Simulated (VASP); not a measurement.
# LiCl (P2_1/c) in VASP: relaxation of cell and atoms with PBE

Aim: the relaxation of cell and atoms of LiCl with PBE.

All numbers are computed with VASP 6.6.1; they aren't measurements. Logs are shortened: lines on timing, memory, paths and dates and some standing lists are left out, and cuts for length are marked.

### Step 1. The cell of the first run

Symmetry: P2_1/c, No. 14, monoclinic system. Conventional cell: a = 4.229 Å, b = 3.005 Å, c = 7.309 Å, α = 90.00°, β = 100.01°, γ = 90.00°. Within 3.1 Å of Li (site symmetry 1) lie 6 Cl at 2.18 to 2.90 Å and 6 Li at 2.77 to 3.01 Å. Within 3.1 Å of Cl (site symmetry 1) lie 6 Li at 2.18 to 2.90 Å and 6 Cl at 2.77 to 3.01 Å.

The cell was generated, and may not be a known phase.

### Step 2. Relaxation of cell and atoms, PBE

The input, INCAR:

```
ALGO = Normal
EDIFF = 1E-7
EDIFFG = -0.04
ENCUT = 600
GGA = PE
IBRION = 2
ISIF = 3
ISMEAR = 0
LASPH = True
LCHARG = False
LREAL = False
LWAVE = False
NELM = 80
NSW = 90
PREC = Accurate
SIGMA = 0.1
```

The input, KPOINTS:

```
k-points
0
Gamma
  4 6 4
```

The input, POSCAR:

```
LiCl
1.0
    4.2293013300      0.0000000000      0.0000000000
    0.0000000000      3.0051782700      0.0000000000
   -1.2699401700      0.0000000000      7.1983021200
Li Cl
4 4
Direct
    0.2259386800      0.6595428100      0.8871688900
    0.7740613200      0.1595428100      0.6128311100
    0.7740613200      0.3404571900      0.1128311100
    0.2259386800      0.8404571900      0.3871688900
    0.2740613200      0.3404571900      0.6128311100
    0.7259386800      0.8404571900      0.8871688900
    0.7259386800      0.6595428100      0.3871688900
    0.2740613200      0.1595428100      0.1128311100
```

Potentials or basis: VASP PAW PBE potentials, release 64 (Li_sv, Cl).

On the command line:

```sh
> cat potpaw_PBE.64/Li_sv/POTCAR potpaw_PBE.64/Cl/POTCAR > POTCAR
> mpirun -np 1 vasp_std > vasp.out
```

OUTCAR:

```text
EDIFF = 1E-7
   EDIFFG = -0.04
   ENCUT = 600
   GGA = PE
   IBRION = 2
   ISIF = 3
   ISMEAR = 0
   LASPH = True
   LREAL = False
   NELM = 80
   NSW = 90
   PREC = Accurate

 ion  position               nearest neighbor table
   1  0.226  0.660  0.887-   6 2.18   6 2.18   8 2.21   8 2.21   5 2.26
   2  0.774  0.160  0.613-   5 2.18   5 2.18   7 2.21   7 2.21   6 2.26
   3  0.774  0.340  0.113-   8 2.18   8 2.18   6 2.21   6 2.21   7 2.26
   4  0.226  0.840  0.387-   7 2.18   7 2.18   5 2.21   5 2.21   8 2.26
   5  0.274  0.340  0.613-   2 2.18   2 2.18   4 2.21   4 2.21   1 2.26
   6  0.726  0.840  0.887-   1 2.18   1 2.18   3 2.21   3 2.21   2 2.26
   7  0.726  0.660  0.387-   4 2.18   4 2.18   2 2.21   2 2.21   3 2.26
   8  0.274  0.160  0.113-   3 2.18   3 2.18   1 2.21   1 2.21   4 2.26

  LATTYP: Found a simple monoclinic cell.
 ALAT       =     4.2293013300
 B/A-ratio  =     0.7105613990
 C/A-ratio  =     1.7282917422
 COS(beta)  =    -0.1737391038

  Lattice vectors:

 A1 = (   4.2293013300,   0.0000000000,   0.0000000000)
 A2 = (   0.0000000000,   3.0051782700,   0.0000000000)
 A3 = (  -1.2699401700,   0.0000000000,   7.1983021200)

Analysis of symmetry for initial positions (statically):
=====================================================================
 Subroutine PRICEL returns:
 Original cell was already a primitive cell.

 Routine SETGRP: Setting up the symmetry group for a
 simple monoclinic supercell.

 Subroutine GETGRP returns: Found  4 space group operations
 (whereof  2 operations were pure point group operations)
 out of a pool of  4 trial point group operations.

The static configuration has the point symmetry S_2 .
 The point group associated with its full space group is C_2h.

Analysis of symmetry for dynamics (positions and initial velocities):
=====================================================================
 Subroutine PRICEL returns:
 Original cell was already a primitive cell.

 Routine SETGRP: Setting up the symmetry group for a
 simple monoclinic supercell.

 Subroutine GETGRP returns: Found  4 space group operations
 (whereof  2 operations were pure point group operations)
 out of a pool of  4 trial point group operations.

The dynamic configuration has the point symmetry S_2 .
 The point group associated with its full space group is C_2h.

 Subroutine INISYM returns: Found  4 space group operations
 (whereof  2 operations are pure point group operations),
 and found     1 'primitive' translations

----------------------------------------------------------------------------------------

                                     Primitive cell

  volume of cell :      91.4890

  direct lattice vectors                    reciprocal lattice vectors
     4.229301330  0.000000000  0.000000000     0.236445673  0.000000000  0.041714262
     0.000000000  3.005178270  0.000000000     0.000000000  0.332758961  0.000000000
    -1.269940170  0.000000000  7.198302120     0.000000000  0.000000000  0.138921649

  length of vectors
     4.229301330  3.005178270  7.309466564     0.240097139  0.332758961  0.138921649

  position of ions in fractional coordinates (direct lattice)
     0.225938680  0.659542810  0.887168890
     0.774061320  0.159542810  0.612831110
     0.774061320  0.340457190  0.112831110
     0.225938680  0.840457190  0.387168890
     0.274061320  0.340457190  0.612831110
     0.725938680  0.840457190  0.887168890
     0.725938680  0.659542810  0.387168890
     0.274061320  0.159542810  0.112831110

  ion indices of the primitive-cell ions
   primitive index   ion index
                 1           1
                 2           2
                 3           3
                 4           4
                 5           5
                 6           6
                 7           7
                 8           8

----------------------------------------------------------------------------------------

 KPOINTS: k-points

Automatic generation of k-mesh.
 Grid dimensions read from file:
 generate k-points for:    4    6    4

 Generating k-lattice:

  Cartesian coordinates                     Fractional coordinates (reciprocal lattice)
     0.059111418  0.000000000  0.010428565     0.250000000  0.000000000  0.000000000
     0.000000000  0.055459827  0.000000000     0.000000000  0.166666667  0.000000000
     0.000000000  0.000000000  0.034730412     0.000000000  0.000000000  0.250000000

  Length of vectors
     0.060024285  0.055459827  0.034730412

  Shift w.r.t. Gamma in fractional coordinates (k-lattice)
     0.000000000  0.000000000  0.000000000

 Subroutine IBZKPT returns following result:
 ===========================================

 Found     40 irreducible k-points:

 Following reciprocal coordinates:
            Coordinates               Weight
  0.000000  0.000000  0.000000      1.000000
  0.250000  0.000000  0.000000      2.000000
  0.500000  0.000000  0.000000      1.000000
  0.000000  0.166667  0.000000      2.000000
  0.250000  0.166667  0.000000      4.000000
  0.500000  0.166667  0.000000      2.000000
[... 16 lines left out ...]
  0.500000  0.333333  0.250000      4.000000
 -0.250000  0.333333  0.250000      4.000000
 [... further k-points ...]
   k-points           NKPTS =     40   k-points in BZ     NKDIM =     40   number of bands    NBANDS=     25
   number of dos      NEDOS =    301   number of ions     NIONS =      8
   total plane-waves  NPLWV =  51840
   dimension x,y,z NGX =    36 NGY =   24 NGZ =   60
   dimension x,y,z NGXF=    72 NGYF=   48 NGZF=  120
   ions per type =               4   4
   NGX,Y,Z   is equivalent  to a cutoff of  14.15, 13.28, 13.65 a.u.
   NGXF,Y,Z  is equivalent  to a cutoff of  28.30, 26.55, 27.29 a.u.
 SYSTEM =  unknown system
   PREC   = accura    normal or accurate (medium, high low for compatibility)
   ISTART =      0    job   : 0-new  1-cont  2-samecut
   ICHARG =      2    charge: 1-file 2-atom 10-const
   ISPIN  =      1    spin polarized calculation?
   LNONCOLLINEAR =      F non collinear calculations
   LSORBIT =      F    spin-orbit coupling
   LASPH  =      T    aspherical Exc in radial PAW
   ENCUT  =  600.0 eV  44.10 Ry    6.64 a.u.   8.45  6.00 14.60*2*pi/ulx,y,z
   NELM   =     80;   NELMIN=  2; NELMDL= -5     # of ELM steps
   EDIFF  = 0.1E-06   stopping-criterion for ELM
   LREAL  =      F    real-space projection
   EDIFFG = -.4E-01   stopping-criterion for IOM
   NSW    =     90    number of steps for IOM
   IBRION =      2    ionic relax: 0-MD 1-quasi-New 2-CG
   NFREE  =      1    steps in history (QN), initial steepest desc. (CG)
   ISIF   =      3    stress and relaxation
   ISYM   =      2    0-nonsym 1-usesym 2-fastsym
   POTIM  = 0.5000    time-step for ionic-motion
   TEBEG  =    0.0;   TEEND  =   0.0 temperature during run
   PSTRESS=    0.0 pullay stress
   NELECT =      40.0000    total number of electrons
   NUPDOWN=      -1.0000    fix difference up-down
   EMIN   =  10.00;   EMAX   =-10.00  energy-range for DOS
   EFERMI =   0.00;   METHOD = LEGACY
   ISMEAR =     0;   SIGMA  =   0.10  broadening in eV -4-tet -1-fermi 0-gaus
   EFERMI_NEDOS =   21; number of points for ismear=-14 and -15
   IALGO  =     38    algorithm
   IMIX   =      4    mixing-type and parameters
     AMIX     =   0.40;   BMIX     =  1.00
     AMIX_MAG =   1.60;   BMIX_MAG =  1.00
  volume/ion in A,a.u.               =      11.44        77.17
  Fermi-wavevector in a.u.,A,eV,Ry     =   1.242525  2.348032 21.005609  1.543869
  Thomas-Fermi vector in A             =   2.376876
   LORBIT       =      0    0 simple, 1 ext, 2 COOP (PROOUT), +10 PAW based schemes
   GGA     = PE    functional components
   LHFCALC =     F    Hartree Fock is set to
   AEXX    =    0.0000 exact exchange contribution
   IVDW    =     0    specifies the selected vdW correction
   LEPSILON=     F    determine dielectric tensor
   LRPA    =     F    only Hartree local field effects (RPA)
 conjugate gradient relaxation of ions
 non-spin polarized calculation
 Gauss-broadening in eV      SIGMA  =   0.10
  energy-cutoff  :      600.00
  volume of cell :       91.49
 maximum number of plane-waves:      3084
 NGX is ok and might be reduce to    36
   NGX = 17   NGY = 13   NGZ = 29

--------------------------------------- Ionic step        1  -------------------------------------------

 number of electron      40.0000003 magnetization

 Free energy of the ion-electron system (eV)
  ---------------------------------------------------
  ext. energy  EPLUGINS =         0.00000000
  ---------------------------------------------------
  free energy    TOTEN  =       -24.41925196 eV

  energy without entropy =      -24.41925196  energy(sigma->0) =      -24.41925196

 E-fermi :   6.0820     XC(G=0): -10.4704

 val. band max:        5.5134019022   @ k =   0.5000   0.0000   0.0000
 cond. band min:      10.3977022835   @ k =   0.5000   0.5000   0.0000
 fundamental gap:      4.8843003813
 Fermi energy:         6.0819757743

 k-point     1 :       0.0000    0.0000    0.0000
  band No.  band energies     occupation
      1     -39.0677      2.00000
      2     -39.0522      2.00000
      3     -39.0419      2.00000
      4     -39.0298      2.00000
      5     -11.0264      2.00000
      6     -10.1067      2.00000
[... 661 lines left out ...]
     24      12.8448      0.00000
     25      13.5883      0.00000

 [... further k-points ...]

------------------------ aborting loop because EDIFF is reached ----------------------------------------

  FORCE on cell =-STRESS in cart. coord.  units (eV):
  Direction    XX          YY          ZZ          XY          YZ          ZX
  --------------------------------------------------------------------------------------
  -------------------------------------------------------------------------------------
  Total       22.9205290     21.8987722     17.0377177      0.0000000      0.0000000      6.9247870
  in kB      401.3897519    383.4965041    298.3685617      0.0000000      0.0000000    121.2685158
  external PRESSURE =     361.0849392 kB  Pullay stress =       0.0000000 kB
[... 107 lines left out ...]
  FREE ENERGIE OF THE ION-ELECTRON SYSTEM (eV)
  ---------------------------------------------------
  free  energy   TOTEN  =       -28.7791433484 eV

  energy  without entropy=      -28.7791433484  energy(sigma->0) =      -28.77914335

 E-fermi :   1.0937     XC(G=0):  -8.6825

 val. band max:        0.5489579437   @ k =   0.0000   0.0000   0.0000
 cond. band min:       6.8411755259   @ k =   0.0000   0.0000   0.0000
 fundamental gap:      6.2922175823
 Fermi energy:         1.0936591022

 k-point     1 :       0.0000    0.0000    0.0000
  band No.  band energies     occupation
      1     -43.0694      2.00000
      2     -43.0674      2.00000
      3     -43.0664      2.00000
      4     -43.0657      2.00000
      5     -12.8532      2.00000
      6     -12.3230      2.00000
[... 661 lines left out ...]
     24       9.1864      0.00000
     25       9.7936      0.00000

 [... further k-points ...]

[... ionic steps 4 to 18 ...]

--------------------------------------- Ionic step       19  -------------------------------------------

 number of electron      39.9999969 magnetization

------------------------ aborting loop because EDIFF is reached ----------------------------------------

  FORCE on cell =-STRESS in cart. coord.  units (eV):
  Direction    XX          YY          ZZ          XY          YZ          ZX
  --------------------------------------------------------------------------------------
  -------------------------------------------------------------------------------------
  Total        0.2710472     -0.0046290      0.3122090      0.0000000      0.0000000     -0.0270113
  in kB        3.2517937     -0.0555347      3.7456176      0.0000000      0.0000000     -0.3240585
  external PRESSURE =       2.3139589 kB  Pullay stress =       0.0000000 kB
[... 69 lines left out ...]
  energy  without entropy=      -29.4406887577  energy(sigma->0) =      -29.44068876

--------------------------------------- Ionic step       21  -------------------------------------------

 number of electron      40.0000014 magnetization

 Free energy of the ion-electron system (eV)
  ---------------------------------------------------
  ext. energy  EPLUGINS =         0.00000000
  ---------------------------------------------------
  free energy    TOTEN  =       -29.44690070 eV

  energy without entropy =      -29.44690070  energy(sigma->0) =      -29.44690070

 E-fermi :   1.1481     XC(G=0):  -8.7587

 val. band max:        0.6772678109   @ k =   0.0000   0.0000   0.0000
 cond. band min:       7.0693909021   @ k =   0.0000   0.0000   0.0000
 fundamental gap:      6.3921230912
 Fermi energy:         1.1481200944

 k-point     1 :       0.0000    0.0000    0.0000
  band No.  band energies     occupation
      1     -42.9085      2.00000
      2     -42.9059      2.00000
      3     -42.9057      2.00000
      4     -42.9046      2.00000
      5     -12.7831      2.00000
      6     -12.2125      2.00000
[... 661 lines left out ...]
     24       9.3414      0.00000
     25       9.9881      0.00000

 [... further k-points ...]

------------------------ aborting loop because EDIFF is reached ----------------------------------------

  FORCE on cell =-STRESS in cart. coord.  units (eV):
  Direction    XX          YY          ZZ          XY          YZ          ZX
  --------------------------------------------------------------------------------------
  -------------------------------------------------------------------------------------
  Total        0.0942214      0.0243249      0.0281033      0.0000000      0.0000000      0.0098370
  in kB        1.1260440      0.2907076      0.3358636      0.0000000      0.0000000      0.1175629
  external PRESSURE =       0.5842051 kB  Pullay stress =       0.0000000 kB
[... 23 lines left out ...]
  FREE ENERGIE OF THE ION-ELECTRON SYSTEM (eV)
  ---------------------------------------------------
  free  energy   TOTEN  =       -29.4469007025 eV

  energy  without entropy=      -29.4469007025  energy(sigma->0) =      -29.44690070

 reached required accuracy - stopping structural energy minimisation
```

Wall time 20 min (1 thread of Intel Xeon Platinum 8259CL at 2.50GHz (Skylake/Cascade Lake), shared host); peak memory 0.26 GiB.

What came out:

| Property | Result |
| --- | --- |
| Free energy | -29.4469 eV |
| Relaxed volume | 16.76 Å³/atom |
| Relaxed cell | a = 5.070 Å, b = 3.619 Å, c = 7.307 Å, α = 90.00°, β = 90.64°, γ = 90.00° |
| Space group after relaxing (to 0.1 Å) | C2/m (No. 12) |
| Energy gained by relaxing | 628.5 meV/atom |
| Ionic steps | 21 |
| Pressure after relaxing | 0.1 GPa |
| Largest force after relaxing | 0.029 eV/Å |
| Band gap on the k mesh | 6.39 eV |

Forces on the atoms (eV/Å):
```
Li   0.015  0.008 -0.009
Li  -0.015  0.008  0.009
Li  -0.015 -0.008  0.009
Li   0.015 -0.008 -0.009
Cl   0.024 -0.016  0.003
Cl  -0.024 -0.016 -0.003
Cl  -0.024  0.016 -0.003
Cl   0.024  0.016  0.003
```

Step by step:
```
step  energy change (eV)  largest force (eV/Å)  pressure (GPa)  volume (Å³)
   1              0.0000                1.0455           36.11        91.49
   2             -4.2283                0.5167            3.06       129.82
   3             -4.3599                0.4891            0.67       137.35
   4             -4.3151                0.4517           -2.65       153.25
   5             -4.3864                0.4717           -0.88       143.66
   6             -4.3865                0.4746           -0.61       142.46
   7             -4.5253                0.4214           -0.46       141.54
   8             -4.7019                0.3127            0.02       139.06
   9             -4.7157                0.2838            0.27       137.99
  10             -4.7785                0.2247           -0.01       138.60
  11             -4.8555                0.2174           -0.64       140.17
  12             -4.9121                0.1872           -0.03       136.81
  13             -4.9423                0.2052            1.28       131.29
  14             -4.9700                0.1687            0.86       132.28
  15             -4.9849                0.1534            0.39       133.67
  16             -5.0009                0.1058           -0.04       134.96
  17             -5.0074                0.0862           -0.46       136.40
  18             -5.0145                0.0760           -0.12       134.94
  19             -5.0166                0.0656            0.23       133.55
  20             -5.0214                0.0496            0.18       133.68
  21             -5.0276                0.0289            0.06       134.06
```

Final structure:
```yaml
crystal:
  lattice:
    - [5.05063, 0.00000, 0.43737]
    - [0.00000, 3.61942, 0.00000]
    - [-0.71201, 0.00000, 7.27199]
  atoms:
    - { symbol: Li, position: [0.24825, 0.74794, 0.87693] }
    - { symbol: Li, position: [0.75175, 0.24794, 0.62307] }
    - { symbol: Li, position: [0.75175, 0.25206, 0.12307] }
    - { symbol: Li, position: [0.24825, 0.75206, 0.37693] }
    - { symbol: Cl, position: [0.24919, 0.25268, 0.62531] }
    - { symbol: Cl, position: [0.75081, 0.75268, 0.87469] }
    - { symbol: Cl, position: [0.75081, 0.74732, 0.37469] }
    - { symbol: Cl, position: [0.24919, 0.24732, 0.12531] }
```

Caveat: the cutoff is under 1.25 times the usual one of these potentials, so pressure, stress and relaxed cells hold a basis-set (Pulay) error; the volume moved by over 15 % at a fixed basis, so the end points are rough.
